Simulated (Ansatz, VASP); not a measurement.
## Two plane-wave programs on Ir

Contents of INCAR:

```
  ALGO = Fast
  EDIFF = 1E-6
  ENCUT = 520
  GGA = CA
  ISIF = 2
  ISMEAR = 0
  LASPH = T
  LCHARG = F
  LREAL = F
  LWAVE = F
  NBANDS = 10
  NELM = 60
  PREC = Accurate
  SIGMA = 0.15
```

The input KPOINTS:

```
k-points
0
Gamma
  24 24 24
```

The input POSCAR:

```
Ir
1.0
    0.0000000000      1.8065068646      2.1678082376
    1.8065068646      0.0000000000      2.1678082376
    1.8065068646      1.8065068646      0.0000000000
Ir
1
Direct
    0.0000000000      0.0000000000      0.0000000000
```

Input for Ansatz:

```yaml
crystal:
  lattice:
    - [0.0, 1.8065068646, 2.1678082376]
    - [1.8065068646, 0.0, 2.1678082376]
    - [1.8065068646, 1.8065068646, 0.0]
  atoms:
    - { symbol: Ir, position: [0.0, 0.0, 0.0] }
basis:
  ecutwfc: 420
kpoints:
  mp_grid: { grid: [24, 24, 24] }
hamiltonian:
  xc: lda
scf:
  occupations: { method: gaussian, width: 0.15 }
output:
  forces: true
  stress: true
  eigenvalues: true
```

Alike in both runs: task single point; functional LDA; k mesh 24 × 24 × 24; occupations gaussian, width 0.15 eV; no spin polarisation.

|  | VASP | Ansatz |
| --- | --- | --- |
| version | VASP 6.6.1 | Ansatz 0.2.0 |
| potentials or method | VASP PAW LDA potentials, release 64 (Ir), cutoff 520 eV | scalar-relativistic, plane waves, PAW |
| valence electrons in the cell | 9 | 17 |

Ansatz gave:

```
gap on the k mesh at the Fermi level (eV)                     : none
pressure (GPa)                                                : 0.4
traceless stress, the component that is largest in VASP (GPa) : -40.79
```

**Question.** Estimate VASP's values.

**Answer.** gap on the k mesh at the Fermi level (eV): none; pressure (GPa): 3.9; traceless stress, the component that is largest in VASP (GPa): -40.69.

LDA's correlation is that of Perdew and Zunger in VASP and of Perdew and Wang (1992) in Ansatz. A gap of «none» marks a metal or a gap that the smearing closes. VASP's potentials hold 9 valence electrons a cell and Ansatz's 17, so a difference there can come from the potentials and not from the codes.

Spin-orbit coupling is off throughout.
